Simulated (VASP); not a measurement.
MoSe2:

```
Mo Se
1.0
     3.28800    0.00000    0.00000
    -1.64400    2.84749    0.00000
     0.00000    0.00000   12.90000
Mo Se
2 4
Direct
  0.33333 0.66667 0.25000
  0.66667 0.33333 0.75000
  0.33333 0.66667 0.62500
  0.66667 0.33333 0.12500
  0.33333 0.66667 0.87500
  0.66667 0.33333 0.37500
```

| Property | Result |
| --- | --- |
| Program | VASP 6.6.1 |
| Task | relaxation of cell and atoms |
| Functional | PBE |
| Potentials or basis | VASP PAW PBE potentials, release 64 (Mo_sv, Se) |
| Cutoff | 500 eV |
| k mesh | 6 × 6 × 2 |
| Occupations | gaussian, width 0.1 eV |
| Spin | collinear spin |
| Starting moments | [-1.0, -1.0, 0.0, 0.0, 0.0, 0.0] μB |

At the start: pressure 8.3 GPa; volume 20.13 Å³/atom.

Question: How do energy, volume and symmetry change on relaxing?

Answer: Over 19 steps the energy falls by 41.5 meV/atom and the volume is 22.69 Å³/atom (+12.7 %); space group P6_3/mmc (No. 194, to 0.1 Å) before and after; moment 0.00 μB per cell.

The path:
| step | energy change (eV) | largest force (eV/Å) | pressure (GPa) | volume (Å³) |
| --- | --- | --- | --- | --- |
| 1 | 0.0000 | 1.1511 | 8.33 | 120.78 |
| 2 | 0.5089 | 1.9530 | -11.35 | 139.96 |
| 3 | -0.2051 | 0.1620 | -0.31 | 127.00 |
| 4 | -0.2056 | 0.1131 | 0.01 | 126.73 |
| 5 | -0.2056 | 0.0912 | 0.16 | 126.61 |
| 6 | -0.2099 | 0.1046 | 0.22 | 126.78 |
| 7 | -0.2171 | 0.1438 | 0.45 | 127.30 |
| 8 | -0.2206 | 0.1396 | 0.32 | 127.81 |
| 9 | -0.2290 | 0.1264 | -0.06 | 129.35 |
| 10 | -0.2362 | 0.0956 | -0.72 | 132.46 |
| 11 | -0.2388 | 0.0373 | -0.41 | 132.66 |
| 12 | -0.2410 | 0.0507 | 0.06 | 132.95 |
| 13 | -0.2412 | 0.0889 | 0.26 | 133.08 |
| 14 | -0.2439 | 0.0732 | 0.28 | 133.55 |
| 15 | -0.2480 | 0.0302 | 0.39 | 134.93 |
| 16 | -0.2482 | 0.0188 | 0.43 | 135.30 |
| 17 | -0.2488 | 0.0668 | -0.17 | 136.21 |
| 18 | -0.2490 | 0.0433 | -0.01 | 135.96 |
| 19 | -0.2493 | 0.0259 | -0.02 | 136.13 |

Final structure:
```
CELL_PARAMETERS angstrom
3.32171 0.00000 0.00000
-1.66085 2.87668 0.00000
0.00000 0.00000 14.24618
ATOMIC_POSITIONS crystal
Mo 0.33333 0.66667 0.25000
Mo 0.66667 0.33333 0.75000
Se 0.33333 0.66667 0.63264
Se 0.66667 0.33333 0.13264
Se 0.33333 0.66667 0.86736
Se 0.66667 0.33333 0.36736
```

Caveat: this functional lacks dispersion, which binds the layers, so the pressure and a relaxed spacing across them are unreliable.
